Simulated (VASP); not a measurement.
# C in VASP: settings compared

The runs below take C through single point, with LDA, PBE.

Everything below comes from runs of VASP 6.6.1. Logs are shortened: lines on timing, memory, paths and dates and some standing lists are left out, and cuts for length are marked.

## (1) The cell of the first run

The cell holds a slab with vacuum, 2 atoms: a = 2.445 Å, b = 2.445 Å, c = 20.000 Å, α = 90.00°, β = 90.00°, γ = 120.00°.

## (2) Single point, LDA

INCAR

```
SYSTEM = C
ALGO     = Normal         ! electronic algorithm
DIPOL    = 0.5 0.5 0.500
EDIFF    = 1E-6           ! SCF threshold, eV
ENCUT    = 520            ! plane-wave cutoff, eV
GGA_COMPAT= .False.      
IDIPOL   = 3            
ISIF     = 2              ! what is computed and relaxed
ISMEAR   = 0              ! smearing method
LASPH    = .True.         ! aspherical terms in the spheres
LCHARG   = .True.         ! write CHGCAR
LDIPOL   = .True.       
LELF     = .True.         ! ELF
LREAL    = .False.        ! projectors in reciprocal space
LVACPOTAV= .True.       
LVHAR    = .True.       
LWAVE    = .False.        ! write WAVECAR
NBANDS   = 11             ! bands
NELM     = 120            ! most SCF steps
NELMDL   = -8           
PREC     = Accurate       ! precision mode
SIGMA    = 0.05           ! smearing width, eV
```

KPOINTS

```
k-points
0
Gamma
  15 15 1
  0 0 0
```

POSCAR

```
C
1.0
    2.4447562570      0.0000000000      0.0000000000
   -1.2223781290      2.1172210250      0.0000000000
    0.0000000000      0.0000000000     20.0000000000
C
2
Direct
    0.0000000000      0.0000000000      0.5000000000
    0.6666666667      0.3333333333      0.5000000000
```

Potentials or basis: VASP PAW LDA potentials, release 64 (C).

Command:

```sh
$ cat potpaw_LDA.64/C/POTCAR > POTCAR
$ mpirun -np 1 vasp_std > vasp.out
```

OUTCAR:

```text
SYSTEM = C
   EDIFF = 1E-6
   ENCUT = 520
   ISIF = 2
   ISMEAR = 0
   LASPH = .True.
   LREAL = .False.
   NELM = 120
   NELMDL = -8
   PREC = Accurate

 ion  position               nearest neighbor table
   1  0.000  0.000  0.500-   2 1.41   2 1.41   2 1.41
   2  0.667  0.333  0.500-   1 1.41   1 1.41   1 1.41

  LATTYP: Found a hexagonal cell.
 ALAT       =     2.4447562570
 C/A-ratio  =     8.1807746448

  Lattice vectors:

 A1 = (   2.4447562570,   0.0000000000,   0.0000000000)
 A2 = (  -1.2223781290,   2.1172210250,   0.0000000000)
 A3 = (   0.0000000000,   0.0000000000,  20.0000000000)

Analysis of symmetry for initial positions (statically):
=====================================================================
 Subroutine PRICEL returns:
 Original cell was already a primitive cell.

 Routine SETGRP: Setting up the symmetry group for a
 hexagonal supercell.

 Subroutine GETGRP returns: Found 24 space group operations
 (whereof 12 operations were pure point group operations)
 out of a pool of 24 trial point group operations.

The static configuration has the point symmetry D_3h.
 The point group associated with its full space group is D_6h.

Analysis of symmetry for dynamics (positions and initial velocities):
=====================================================================
 Subroutine PRICEL returns:
 Original cell was already a primitive cell.

 Routine SETGRP: Setting up the symmetry group for a
 hexagonal supercell.

 Subroutine GETGRP returns: Found 24 space group operations
 (whereof 12 operations were pure point group operations)
 out of a pool of 24 trial point group operations.

The dynamic configuration has the point symmetry D_3h.
 The point group associated with its full space group is D_6h.

 Subroutine INISYM returns: Found 24 space group operations
 (whereof 12 operations are pure point group operations),
 and found     1 'primitive' translations

----------------------------------------------------------------------------------------

                                     Primitive cell

  volume of cell :     103.5218

  direct lattice vectors                    reciprocal lattice vectors
     2.444756257  0.000000000  0.000000000     0.409038732  0.236158622  0.000000000
    -1.222378129  2.117221025  0.000000000     0.000000000  0.472317244  0.000000000
     0.000000000  0.000000000 20.000000000     0.000000000  0.000000000  0.050000000

  length of vectors
     2.444756257  2.444756258 20.000000000     0.472317244  0.472317244  0.050000000

  position of ions in fractional coordinates (direct lattice)
     0.000000000  0.000000000  0.500000000
     0.666666667  0.333333333  0.500000000

  ion indices of the primitive-cell ions
   primitive index   ion index
                 1           1
                 2           2

----------------------------------------------------------------------------------------

 KPOINTS: k-points

Automatic generation of k-mesh.
 Grid dimensions read from file:
 generate k-points for:   15   15    1

 Generating k-lattice:

  Cartesian coordinates                     Fractional coordinates (reciprocal lattice)
     0.027269249  0.015743908  0.000000000     0.066666667  0.000000000  0.000000000
     0.000000000  0.031487816  0.000000000     0.000000000  0.066666667  0.000000000
     0.000000000  0.000000000  0.050000000     0.000000000  0.000000000  1.000000000

  Length of vectors
     0.031487816  0.031487816  0.050000000

  Shift w.r.t. Gamma in fractional coordinates (k-lattice)
     0.000000000  0.000000000  0.000000000

 Subroutine IBZKPT returns following result:
 ===========================================

 Found     27 irreducible k-points:

 Following reciprocal coordinates:
            Coordinates               Weight
  0.000000  0.000000  0.000000      1.000000
  0.066667  0.000000  0.000000      6.000000
  0.133333  0.000000  0.000000      6.000000
  0.200000 -0.000000  0.000000      6.000000
  0.266667  0.000000  0.000000      6.000000
  0.333333  0.000000  0.000000      6.000000
[... 16 lines left out ...]
  0.333333  0.200000  0.000000     12.000000
  0.400000  0.200000  0.000000      6.000000
 [... further k-points ...]
   k-points           NKPTS =     27   k-points in BZ     NKDIM =     27   number of bands    NBANDS=     11
   number of dos      NEDOS =    301   number of ions     NIONS =      2
   total plane-waves  NPLWV =  48600
   dimension x,y,z NGX =    18 NGY =   18 NGZ =  150
   dimension x,y,z NGXF=    36 NGYF=   36 NGZF=  300
   ions per type =               2
   NGX,Y,Z   is equivalent  to a cutoff of  12.24, 12.24, 12.47 a.u.
   NGXF,Y,Z  is equivalent  to a cutoff of  24.48, 24.48, 24.94 a.u.
 SYSTEM =  C
   PREC   = accura    normal or accurate (medium, high low for compatibility)
   ISTART =      0    job   : 0-new  1-cont  2-samecut
   ICHARG =      2    charge: 1-file 2-atom 10-const
   ISPIN  =      1    spin polarized calculation?
   LNONCOLLINEAR =      F non collinear calculations
   LSORBIT =      F    spin-orbit coupling
   LASPH  =      T    aspherical Exc in radial PAW
   ENCUT  =  520.0 eV  38.22 Ry    6.18 a.u.   4.55  4.55 37.19*2*pi/ulx,y,z
   NELM   =    120;   NELMIN=  2; NELMDL= -8     # of ELM steps
   EDIFF  = 0.1E-05   stopping-criterion for ELM
   LREAL  =      F    real-space projection
   EDIFFG = 0.1E-04   stopping-criterion for IOM
   NSW    =      0    number of steps for IOM
   IBRION =     -1    ionic relax: 0-MD 1-quasi-New 2-CG
   NFREE  =      0    steps in history (QN), initial steepest desc. (CG)
   ISIF   =      2    stress and relaxation
   ISYM   =      2    0-nonsym 1-usesym 2-fastsym
   POTIM  = 0.5000    time-step for ionic-motion
   TEBEG  =    0.0;   TEEND  =   0.0 temperature during run
   PSTRESS=    0.0 pullay stress
   NELECT =       8.0000    total number of electrons
   NUPDOWN=      -1.0000    fix difference up-down
   EMIN   =  10.00;   EMAX   =-10.00  energy-range for DOS
   EFERMI =   0.00;   METHOD = LEGACY
   ISMEAR =     0;   SIGMA  =   0.05  broadening in eV -4-tet -1-fermi 0-gaus
   EFERMI_NEDOS =   21; number of points for ismear=-14 and -15
   IALGO  =     38    algorithm
   IMIX   =      4    mixing-type and parameters
     AMIX     =   0.40;   BMIX     =  1.00
     AMIX_MAG =   1.60;   BMIX_MAG =  1.00
  volume/ion in A,a.u.               =      51.76       349.30
  Fermi-wavevector in a.u.,A,eV,Ry     =   0.697313  1.317730  6.615765  0.486245
  Thomas-Fermi vector in A             =   1.780605
   LORBIT       =      0    0 simple, 1 ext, 2 COOP (PROOUT), +10 PAW based schemes
   GGA     = CA    functional components
   LHFCALC =     F    Hartree Fock is set to
   AEXX    =    0.0000 exact exchange contribution
   IVDW    =     0    specifies the selected vdW correction
   LEPSILON=     F    determine dielectric tensor
   LRPA    =     F    only Hartree local field effects (RPA)
 non-spin polarized calculation
 Gauss-broadening in eV      SIGMA  =   0.05
  energy-cutoff  :      520.00
  volume of cell :      103.52
 maximum number of plane-waves:      2832
   NGX =  9   NGY =  9   NGZ = 75

 dipolmoment           0.000000      0.000000     -0.000000 electrons x Angstroem

 number of electron       7.9999997 magnetization

 dipolmoment           0.000000      0.000000      0.000000 electrons x Angstroem

 Free energy of the ion-electron system (eV)
  ---------------------------------------------------
  ext. energy  EPLUGINS =         0.00000000
  ---------------------------------------------------
  free energy    TOTEN  =       -20.17296256 eV

  energy without entropy =      -20.17246106  energy(sigma->0) =      -20.17271181

 E-fermi :  -2.9260     XC(G=0):  -2.2269

 val. band max:       -2.9259778916   @ k =   0.3333   0.3333   0.0000
 cond. band min:      -2.9259778871   @ k =   0.3333   0.3333   0.0000
 fundamental gap:      0.0000000045
 Fermi energy:        -2.9259778893

 k-point     1 :       0.0000    0.0000    0.0000
  band No.  band energies     occupation
      1     -22.4318      2.00000
      2     -10.7415      2.00000
      3      -5.9540      2.00000
      4      -5.9540      2.00000
      5       0.4027      0.00000
      6       1.3669      0.00000
      7       1.6922      0.00000
      8       2.6138      0.00000
      9       3.0160      0.00000
     10       5.3191      0.00000
     11       5.5018      0.00000

 k-point     2 :       0.0667    0.0000    0.0000
  band No.  band energies     occupation
      1     -22.3259      2.00000
      2     -10.6132      2.00000
      3      -6.3713      2.00000
      4      -6.1817      2.00000
      5       0.5465      0.00000
      6       1.5134      0.00000
      7       1.8409      0.00000
      8       2.7608      0.00000
      9       3.1628      0.00000
     10       4.8766      0.00000
     11       5.4352      0.00000

 k-point     3 :       0.1333    0.0000    0.0000
  band No.  band energies     occupation
      1     -22.0087      2.00000
      2     -10.2301      2.00000
      3      -7.4855      2.00000
      4      -6.7580      2.00000
      5       0.9782      0.00000
      6       1.9523      0.00000
      7       2.2870      0.00000
      8       3.2015      0.00000
      9       3.6034      0.00000
     10       5.2780      0.00000
     11       5.5708      0.00000

 k-point     4 :       0.2000   -0.0000    0.0000
  band No.  band energies     occupation
      1     -21.4826      2.00000
      2      -9.5993      2.00000
      3      -9.0227      2.00000
      4      -7.4775      2.00000
      5       1.6972      0.00000
      6       2.6803      0.00000
      7       3.0305      0.00000
      8       3.9326      0.00000
      9       4.3361      0.00000
     10       5.5030      0.00000
     11       5.7677      0.00000
[... 239 lines left out ...]
 k-point    22 :       0.2667    0.2000    0.0000
  band No.  band energies     occupation
      1     -18.6128      2.00000
      2     -13.0680      2.00000
      3     -11.2977      2.00000
      4      -6.2973      2.00000
      5       0.5576      0.00000
      6       5.6934      0.00000
      7       6.6036      0.00000
      8       7.1934      0.00000
      9       7.9181      0.00000
     10       8.2911      0.00000
     11       8.5029      0.00000

 k-point    23 :       0.3333    0.2000    0.0000
  band No.  band energies     occupation
      1     -17.4468      2.00000
      2     -14.5249      2.00000
      3     -11.7132      2.00000
      4      -5.1277      2.00000
      5      -0.8671      0.00000
      6       7.3534      0.00000
      7       7.8730      0.00000
      8       8.2409      0.00000
      9       8.9770      0.00000
     10       9.3371      0.00000
     11      10.2011      0.00000

 k-point    24 :       0.4000    0.2000    0.0000
  band No.  band energies     occupation
      1     -16.4456      2.00000
      2     -15.6391      2.00000
      3     -11.8422      2.00000
      4      -4.4555      2.00000
      5      -1.6295      0.00000
      6       8.1740      0.00000
      7       8.2998      0.00000
      8       9.1242      0.00000
      9       9.2873      0.00000
     10      10.5864      0.00000
     11      11.0429      0.00000

 [... further k-points ...]
[... 5 lines left out ...]
  --------------------------------------------------------------------------------------
  -------------------------------------------------------------------------------------
  Total        0.1367421      0.1367421     -0.0140845     -0.0000000     -0.0000000      0.0000000
  in kB        2.1163192      2.1163192     -0.2179824     -0.0000000     -0.0000000      0.0000000
  external PRESSURE =       1.3382187 kB  Pullay stress =       0.0000000 kB

 VOLUME and BASIS-vectors are now :
 -----------------------------------------------------------------------------
  energy-cutoff  :      520.00
  volume of cell :      103.52
      direct lattice vectors                 reciprocal lattice vectors
     2.444756257  0.000000000  0.000000000     0.409038732  0.236158622  0.000000000
    -1.222378129  2.117221025  0.000000000     0.000000000  0.472317244  0.000000000
     0.000000000  0.000000000 20.000000000     0.000000000  0.000000000  0.050000000

 POSITION                                       TOTAL-FORCE (eV/Angst)
 -----------------------------------------------------------------------------------
      0.00000      0.00000     10.00000        -0.000000      0.000000      0.000000
      1.22238      0.70574     10.00000         0.000000     -0.000000      0.000000
 -----------------------------------------------------------------------------------
    total drift:                               -0.000000      0.000000      0.000000

  FREE ENERGIE OF THE ION-ELECTRON SYSTEM (eV)
  ---------------------------------------------------
  free  energy   TOTEN  =       -20.1729625601 eV

  energy  without entropy=      -20.1724610583  energy(sigma->0) =      -20.17271181

 vacuum level on the upper side and lower side of the slab         1.553         1.553
```

Wall time 28 s (1 thread of AMD EPYC 7R13 (Zen 3), shared host); peak memory 0.14 GiB.

What came out:

```
Free energy            : -20.1730 eV
Band gap on the k mesh : zero (filled and empty bands touch)
```

## (3) Single point, PBE

This run uses another cell than the first one.

INCAR

```
SYSTEM = C
PREC = Accurate ; ENCUT = 520
EDIFF = 1E-6 ; ISMEAR = 0
SIGMA = 0.05 ; LREAL = .FALSE.
LASPH = .TRUE. ; NELM = 120
ALGO = Normal ; ISIF = 2
LWAVE = .FALSE. ; LCHARG = .FALSE.
LDIPOL = .TRUE. ; IDIPOL = 3
DIPOL = 0.5 0.5 0.500 ; GGA = PE
NBANDS = 11 ; GGA_COMPAT = .FALSE.
NELMDL = -8
```

KPOINTS

```
regular mesh
0
G
  15 15 1
  0 0 0
```

POSCAR

```
C
1.0
    2.4672912620      0.0000000000      0.0000000000
   -1.2336456310      2.1367369110      0.0000000000
    0.0000000000      0.0000000000     20.0000000000
C
2
Direct
    0.0000000000      0.0000000000      0.5000000000
    0.6666666667      0.3333333333      0.5000000000
```

Potentials or basis: VASP PAW PBE potentials, release 64 (C).

Command:

```sh
$ cat potpaw_PBE.64/C/POTCAR > POTCAR
$ mpirun -np 1 vasp_std > vasp.out
```

Run time: 28 s. Hardware: 1 thread of AMD EPYC 7R13 (Zen 3), shared host; peak memory 0.17 GiB.

The run converged. Its results:

* Free energy: -18.4486 eV
* Band gap on the k mesh: zero (filled and empty bands touch)

Levels at points of the mesh, in eV from the Fermi level:
| k point | band 2 | band 3 | band 4 | band 5 | band 6 | band 7 |
| --- | --- | --- | --- | --- | --- | --- |
| (0.00, 0.00, 0.00) | -7.61 | -3.05 | -3.05 | 3.27 | 4.06 | 4.41 |

## (4) Single point, PBE

This run uses another cell than the first one.

INCAR

```
SYSTEM = C
PREC = Accurate
ENCUT = 520
EDIFF = 1E-6
ISMEAR = 0
SIGMA = 0.05
LREAL = .False.
LASPH = .True.
NELM = 120
ALGO = Normal
ISIF = 2
LWAVE = .False.
LCHARG = .False.
LDIPOL = .True.
IDIPOL = 3
DIPOL = 0.5 0.5 0.500
GGA = PE
NBANDS = 11
GGA_COMPAT = .False.
NELMDL = -8
```

KPOINTS

```
Automatic mesh
0
Gamma
  15 15 1
  0 0 0
```

POSCAR

```
C
1.0
    2.4657778700      0.0000000000      0.0000000000
   -1.2328889350      2.1354262760      0.0000000000
    0.0000000000      0.0000000000     20.0000000000
C
2
Direct
    0.0000000000      0.0000000000      0.5000000000
    0.6666666667      0.3333333333      0.5000000000
```

Command:

```sh
$ cat potpaw_PBE.64/C/POTCAR > POTCAR
$ mpirun -np 1 vasp_std > vasp.out
```

Wall time 28 s (1 thread of AMD EPYC 7R13 (Zen 3), shared host); peak memory 0.17 GiB.

It converged, with:

* Free energy: -18.4485 eV
* Band gap on the k mesh: zero (filled and empty bands touch)

Levels at points of the mesh, in eV from the Fermi level:
```csv
k point,band 1,band 2,band 3,band 4,band 5,band 6,band 7,band 8,band 9
"(0.00, 0.00, 0.00)",-19.52,-7.62,-3.05,-3.05,3.26,4.06,4.40,5.33,5.77
```

## (5) Overview

```tsv
level	potentials or basis	cell	gap on the mesh (eV)
LDA	VASP PAW LDA potentials, release 64 (C)	a = 2.445, b = 2.445, c = 20.000 Å, angles 90.0, 90.0, 120.0°, 2 atoms	none
PBE	VASP PAW PBE potentials, release 64 (C)	a = 2.467, b = 2.467, c = 20.000 Å, angles 90.0, 90.0, 120.0°, 2 atoms	none
PBE	VASP PAW PBE potentials, release 64 (C)	a = 2.466, b = 2.466, c = 20.000 Å, angles 90.0, 90.0, 120.0°, 2 atoms	none
```

Alike in all rows: task single point; no spin polarisation; k mesh 15 × 15 × 1; cutoff (eV) 520; smearing gaussian 0.05 eV.

Total energies depend on the potentials used, so only differences within one code and one set of settings carry meaning.
